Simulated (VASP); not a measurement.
# BeS (F-43m) in VASP: a series of runs

The runs below take BeS through single point, with PBE.

Everything below comes from runs of VASP 6.6.1. Logs are shortened: lines on timing, memory, paths and dates and some standing lists are left out, and cuts for length are marked.

## Step 1: The cell of the first run

It takes space group F-43m (No. 216, cubic). The conventional cell has a = 4.827 Å, b = 4.827 Å, c = 4.827 Å, α = 90.00°, β = 90.00°, γ = 90.00°. Be (site symmetry -43m) has 4 S at 2.09 Å within 2.8 Å. Within 2.8 Å of S (site symmetry -43m) lie 4 Be at 2.09 Å.

## Step 2: Single point, PBE (volume changed by -3%)

Input file INCAR:

```
PREC = Accurate ; ENCUT = 520
EDIFF = 1E-6 ; ISMEAR = 0
SIGMA = 0.01 ; LREAL = False
LASPH = True ; NELM = 60
ALGO = Normal ; ISIF = 2
LWAVE = False ; LCHARG = False
GGA = PE ; NBANDS = 11
```

Input file KPOINTS:

```
regular mesh
0
Gamma
  8 8 8
```

Input file POSCAR:

```
BeS
1.0
    0.0000000000      2.4133828671      2.4133828671
    2.4133828671      0.0000000000      2.4133828671
    2.4133828671      2.4133828671      0.0000000000
Be S
1 1
Direct
    0.0000000000      0.0000000000      0.0000000000
    0.2500000000      0.2500000000      0.2500000000
```

Potentials or basis: VASP PAW PBE potentials, release 64 (Be, S).

Command:

```bash
cat potpaw_PBE.64/Be/POTCAR potpaw_PBE.64/S/POTCAR > POTCAR
mpirun -np 1 vasp_std > vasp.out
```

OUTCAR:

```text
PREC = Accurate
   ENCUT = 520
   EDIFF = 1E-6
   ISMEAR = 0
   LREAL = False
   LASPH = True
   NELM = 60
   ISIF = 2
   GGA = PE

 ion  position               nearest neighbor table
   1  0.000  0.000  0.000-   2 2.09   2 2.09   2 2.09   2 2.09
   2  0.250  0.250  0.250-   1 2.09   1 2.09   1 2.09   1 2.09

  LATTYP: Found a face centered cubic cell.
 ALAT       =     4.8267657342

  Lattice vectors:

 A1 = (   0.0000000000,   2.4133828671,   2.4133828671)
 A2 = (   2.4133828671,   0.0000000000,   2.4133828671)
 A3 = (   2.4133828671,   2.4133828671,   0.0000000000)

Analysis of symmetry for initial positions (statically):
=====================================================================
 Subroutine PRICEL returns:
 Original cell was already a primitive cell.

 Routine SETGRP: Setting up the symmetry group for a
 face centered cubic supercell.

 Subroutine GETGRP returns: Found 24 space group operations
 (whereof 24 operations were pure point group operations)
 out of a pool of 48 trial point group operations.

The static configuration has the point symmetry T_d .

Analysis of symmetry for dynamics (positions and initial velocities):
=====================================================================
 Subroutine PRICEL returns:
 Original cell was already a primitive cell.

 Routine SETGRP: Setting up the symmetry group for a
 face centered cubic supercell.

 Subroutine GETGRP returns: Found 24 space group operations
 (whereof 24 operations were pure point group operations)
 out of a pool of 48 trial point group operations.

The dynamic configuration has the point symmetry T_d .

 Subroutine INISYM returns: Found 24 space group operations
 (whereof 24 operations are pure point group operations),
 and found     1 'primitive' translations

----------------------------------------------------------------------------------------

                                     Primitive cell

  volume of cell :      28.1131

  direct lattice vectors                    reciprocal lattice vectors
     0.000000000  2.413382867  2.413382867    -0.207178068  0.207178068  0.207178068
     2.413382867  0.000000000  2.413382867     0.207178068 -0.207178068  0.207178068
     2.413382867  2.413382867  0.000000000     0.207178068  0.207178068 -0.207178068

  length of vectors
     3.413038782  3.413038782  3.413038782     0.358842940  0.358842940  0.358842940

  position of ions in fractional coordinates (direct lattice)
     0.000000000  0.000000000  0.000000000
     0.250000000  0.250000000  0.250000000

  ion indices of the primitive-cell ions
   primitive index   ion index
                 1           1
                 2           2

----------------------------------------------------------------------------------------

 KPOINTS: regular mesh

Automatic generation of k-mesh.
 Grid dimensions read from file:
 generate k-points for:    8    8    8

 Generating k-lattice:

  Cartesian coordinates                     Fractional coordinates (reciprocal lattice)
    -0.025897259  0.025897259  0.025897259     0.125000000  0.000000000  0.000000000
     0.025897259 -0.025897259  0.025897259     0.000000000  0.125000000  0.000000000
     0.025897259  0.025897259 -0.025897259     0.000000000  0.000000000  0.125000000

  Length of vectors
     0.044855368  0.044855368  0.044855368

  Shift w.r.t. Gamma in fractional coordinates (k-lattice)
     0.000000000  0.000000000  0.000000000

 Subroutine IBZKPT returns following result:
 ===========================================

 Found     29 irreducible k-points:

 Following reciprocal coordinates:
            Coordinates               Weight
  0.000000  0.000000  0.000000      1.000000
  0.125000  0.000000  0.000000      8.000000
  0.250000  0.000000  0.000000      8.000000
  0.375000  0.000000  0.000000      8.000000
  0.500000  0.000000  0.000000      4.000000
  0.125000  0.125000  0.000000      6.000000
[... 16 lines left out ...]
  0.500000  0.250000  0.125000     48.000000
 -0.375000  0.250000  0.125000     24.000000
 [... further k-points ...]
   k-points           NKPTS =     29   k-points in BZ     NKDIM =     29   number of bands    NBANDS=     11
   number of dos      NEDOS =    301   number of ions     NIONS =      2
   total plane-waves  NPLWV =  21952
   dimension x,y,z NGX =    28 NGY =   28 NGZ =   28
   dimension x,y,z NGXF=    56 NGYF=   56 NGZF=   56
   ions per type =               1   1
   NGX,Y,Z   is equivalent  to a cutoff of  13.64, 13.64, 13.64 a.u.
   NGXF,Y,Z  is equivalent  to a cutoff of  27.28, 27.28, 27.28 a.u.
 SYSTEM =  unknown system
   PREC   = accura    normal or accurate (medium, high low for compatibility)
   ISTART =      0    job   : 0-new  1-cont  2-samecut
   ICHARG =      2    charge: 1-file 2-atom 10-const
   ISPIN  =      1    spin polarized calculation?
   LNONCOLLINEAR =      F non collinear calculations
   LSORBIT =      F    spin-orbit coupling
   LASPH  =      T    aspherical Exc in radial PAW
   ENCUT  =  520.0 eV  38.22 Ry    6.18 a.u.   6.35  6.35  6.35*2*pi/ulx,y,z
   NELM   =     60;   NELMIN=  2; NELMDL= -5     # of ELM steps
   EDIFF  = 0.1E-05   stopping-criterion for ELM
   LREAL  =      F    real-space projection
   EDIFFG = 0.1E-04   stopping-criterion for IOM
   NSW    =      0    number of steps for IOM
   IBRION =     -1    ionic relax: 0-MD 1-quasi-New 2-CG
   NFREE  =      0    steps in history (QN), initial steepest desc. (CG)
   ISIF   =      2    stress and relaxation
   ISYM   =      2    0-nonsym 1-usesym 2-fastsym
   POTIM  = 0.5000    time-step for ionic-motion
   TEBEG  =    0.0;   TEEND  =   0.0 temperature during run
   PSTRESS=    0.0 pullay stress
   NELECT =       8.0000    total number of electrons
   NUPDOWN=      -1.0000    fix difference up-down
   EMIN   =  10.00;   EMAX   =-10.00  energy-range for DOS
   EFERMI =   0.00;   METHOD = LEGACY
   ISMEAR =     0;   SIGMA  =   0.01  broadening in eV -4-tet -1-fermi 0-gaus
   EFERMI_NEDOS =   21; number of points for ismear=-14 and -15
   IALGO  =     38    algorithm
   IMIX   =      4    mixing-type and parameters
     AMIX     =   0.40;   BMIX     =  1.00
     AMIX_MAG =   1.60;   BMIX_MAG =  1.00
  volume/ion in A,a.u.               =      14.06        94.86
  Fermi-wavevector in a.u.,A,eV,Ry     =   1.076801  2.034858 15.775947  1.159499
  Thomas-Fermi vector in A             =   2.212695
   LORBIT       =      0    0 simple, 1 ext, 2 COOP (PROOUT), +10 PAW based schemes
   GGA     = PE    functional components
   LHFCALC =     F    Hartree Fock is set to
   AEXX    =    0.0000 exact exchange contribution
   IVDW    =     0    specifies the selected vdW correction
   LEPSILON=     F    determine dielectric tensor
   LRPA    =     F    only Hartree local field effects (RPA)
 non-spin polarized calculation
 Gauss-broadening in eV      SIGMA  =   0.01
  energy-cutoff  :      520.00
  volume of cell :       28.11
 maximum number of plane-waves:       775
 NGX is ok and might be reduce to    28
   NGX = 13   NGY = 13   NGZ = 13

 number of electron       8.0000000 magnetization

 Free energy of the ion-electron system (eV)
  ---------------------------------------------------
  ext. energy  EPLUGINS =         0.00000000
  ---------------------------------------------------
  free energy    TOTEN  =       -10.00508129 eV

  energy without entropy =      -10.00508129  energy(sigma->0) =      -10.00508129

 E-fermi :   4.4411     XC(G=0):  -9.7905

 val. band max:        4.3251939248   @ k =   0.0000   0.0000   0.0000
 cond. band min:       7.4031922633   @ k =   0.5000   0.5000   0.0000
 fundamental gap:      3.0779983385
 Fermi energy:         4.4411361696

 k-point     1 :       0.0000    0.0000    0.0000
  band No.  band energies     occupation
      1      -9.4654      2.00000
      2       4.3252      2.00000
      3       4.3252      2.00000
      4       4.3252      2.00000
      5       9.9885      0.00000
      6       9.9885      0.00000
      7       9.9885      0.00000
      8      10.3341      0.00000
      9      17.1671      0.00000
     10      17.1671      0.00000
     11      19.3097      0.00000

 k-point     2 :       0.1250    0.0000    0.0000
  band No.  band energies     occupation
      1      -9.2846      2.00000
      2       3.1071      2.00000
      3       4.1212      2.00000
      4       4.1212      2.00000
      5       9.9652      0.00000
      6      10.3517      0.00000
      7      10.3517      0.00000
      8      11.5916      0.00000
      9      16.4713      0.00000
     10      16.4713      0.00000
     11      19.1221      0.00000

 k-point     3 :       0.2500    0.0000    0.0000
  band No.  band energies     occupation
      1      -8.7855      2.00000
      2       0.9721      2.00000
      3       3.7156      2.00000
      4       3.7156      2.00000
      5       9.9254      0.00000
      6      10.9028      0.00000
      7      10.9028      0.00000
      8      13.7100      0.00000
      9      16.2346      0.00000
     10      16.2346      0.00000
     11      18.6659      0.00000

 k-point     4 :       0.3750    0.0000    0.0000
  band No.  band energies     occupation
      1      -8.1487      2.00000
      2      -0.8187      2.00000
      3       3.3897      2.00000
      4       3.3897      2.00000
      5       9.8785      0.00000
      6      10.9632      0.00000
      7      10.9632      0.00000
      8      15.1963      0.00000
      9      17.6133      0.00000
     10      17.6133      0.00000
     11      18.8726      0.00000

 k-point     5 :       0.5000    0.0000    0.0000
  band No.  band energies     occupation
      1      -7.8148      2.00000
      2      -1.5561      2.00000
      3       3.2709      2.00000
      4       3.2709      2.00000
      5       9.8568      0.00000
      6      10.8840      0.00000
      7      10.8840      0.00000
      8      15.6016      0.00000
      9      19.3325      0.00000
     10      19.3325      0.00000
     11      19.6490      0.00000
[... 211 lines left out ...]
 k-point    21 :       0.5000    0.5000    0.0000
  band No.  band energies     occupation
      1      -7.2580      2.00000
      2      -0.7682      2.00000
      3       1.6339      2.00000
      4       1.6339      2.00000
      5       7.4032      0.00000
      6       9.2304      0.00000
      7      17.2253      0.00000
      8      17.2253      0.00000
      9      20.0778      0.00000
     10      20.7719      0.00000
     11      21.3258      0.00000

 k-point    22 :       0.3750    0.2500    0.1250
  band No.  band energies     occupation
      1      -8.3771      2.00000
      2       0.7407      2.00000
      3       2.1369      2.00000
      4       3.1831      2.00000
      5       9.8588      0.00000
      6      11.6508      0.00000
      7      11.8740      0.00000
      8      12.9334      0.00000
      9      16.0271      0.00000
     10      18.8316      0.00000
     11      20.3944      0.00000

 k-point    23 :       0.5000    0.2500    0.1250
  band No.  band energies     occupation
      1      -7.8158      2.00000
      2      -0.4456      2.00000
      3       1.5971      2.00000
      4       2.7007      2.00000
      5      10.3321      0.00000
      6      11.1714      0.00000
      7      12.8589      0.00000
      8      13.6638      0.00000
      9      17.0482      0.00000
     10      18.8295      0.00000
     11      20.9302      0.00000

 k-point    24 :      -0.3750    0.2500    0.1250
  band No.  band energies     occupation
      1      -7.5321      2.00000
      2      -1.0146      2.00000
      3       1.5036      2.00000
      4       2.4493      2.00000
      5      10.4173      0.00000
      6      10.9525      0.00000
      7      13.5289      0.00000
      8      14.9121      0.00000
      9      15.8374      0.00000
     10      19.7408      0.00000
     11      20.4259      0.00000

 [... further k-points ...]
[... 5 lines left out ...]
  --------------------------------------------------------------------------------------
  -------------------------------------------------------------------------------------
  Total        0.5297537      0.5297537      0.5297537      0.0000000      0.0000000     -0.0000000
  in kB       30.1908903     30.1908903     30.1908903      0.0000000      0.0000000     -0.0000000
  external PRESSURE =      30.1908903 kB  Pullay stress =       0.0000000 kB

 VOLUME and BASIS-vectors are now :
 -----------------------------------------------------------------------------
  energy-cutoff  :      520.00
  volume of cell :       28.11
      direct lattice vectors                 reciprocal lattice vectors
     0.000000000  2.413382867  2.413382867    -0.207178068  0.207178068  0.207178068
     2.413382867  0.000000000  2.413382867     0.207178068 -0.207178068  0.207178068
     2.413382867  2.413382867  0.000000000     0.207178068  0.207178068 -0.207178068

 POSITION                                       TOTAL-FORCE (eV/Angst)
 -----------------------------------------------------------------------------------
      0.00000      0.00000      0.00000        -0.000000     -0.000000     -0.000000
      1.20669      1.20669      1.20669         0.000000      0.000000      0.000000
 -----------------------------------------------------------------------------------
    total drift:                                0.000000      0.000000      0.000000

  FREE ENERGIE OF THE ION-ELECTRON SYSTEM (eV)
  ---------------------------------------------------
  free  energy   TOTEN  =       -10.0050812889 eV

  energy  without entropy=      -10.0050812889  energy(sigma->0) =      -10.00508129
```

Run time: 6.3 s. Hardware: 1 thread of Intel Xeon 6975P-C, shared host; peak memory 0.15 GiB.

Results:

* Free energy: -10.0051 eV
* Pressure: 3.0 GPa
* Band gap on the k mesh: 3.08 eV, indirect (least direct gap 5.66 eV)

 A k mesh can miss the band edges.

## Step 3: Single point, PBE (volume changed by +3%)

Input file INCAR:

```
PREC     = Accurate       # precision mode
ENCUT    = 520            # plane-wave cutoff, eV
EDIFF    = 1E-6           # SCF threshold, eV
ISMEAR   = 0              # smearing method
SIGMA    = 0.01           # smearing width, eV
LREAL    = F              # projectors in reciprocal space
LASPH    = T              # aspherical terms in the spheres
NELM     = 80             # most SCF steps
ALGO     = Normal         # electronic algorithm
ISIF     = 2              # what is computed and relaxed
LWAVE    = F              # write WAVECAR
LCHARG   = F              # write CHGCAR
GGA      = PE             # functional
NBANDS   = 11             # bands
```

KPOINTS is that of step 2.

Input file POSCAR:

```
BeS
1.0
    0.0000000000      2.4621512159      2.4621512159
    2.4621512159      0.0000000000      2.4621512159
    2.4621512159      2.4621512159      0.0000000000
Be S
1 1
Direct
    0.0000000000      0.0000000000      0.0000000000
    0.2500000000      0.2500000000      0.2500000000
```

Potentials or basis: VASP PAW PBE potentials, release 64 (Be, S).

Command:

```bash
cat potpaw_PBE.64/Be/POTCAR potpaw_PBE.64/S/POTCAR > POTCAR
mpirun -np 1 vasp_std > vasp.out
```

It took 6.6 s on 1 thread of Intel Xeon 6975P-C, shared host; peak memory 0.15 GiB.

The run converged. Its results:

```yaml
Free_energy: -10.0064 eV
Pressure: -2.6 GPa
Band_gap_on_the_k_mesh: 3.21 eV, indirect (least direct gap 5.51 eV)
```

Levels at points of the mesh, in eV from the valence-band top:
| k point | band 1 | band 2 | band 3 | band 4 | band 5 | band 6 | band 7 | band 8 |
| --- | --- | --- | --- | --- | --- | --- | --- | --- |
| (0.00, 0.00, 0.00) | -13.39 | 0.00 | 0.00 | 0.00 | 5.51 | 5.68 | 5.68 | 5.68 |
| (0.50, 0.00, 0.00) | -11.91 | -5.50 | -0.97 | -0.97 | 5.31 | 6.57 | 6.57 | 10.99 |
| (0.50, 0.50, 0.00) | -11.41 | -4.79 | -2.49 | -2.49 | 3.21 | 4.95 | 12.41 | 12.41 |

(Continued in part 2 of 2.)
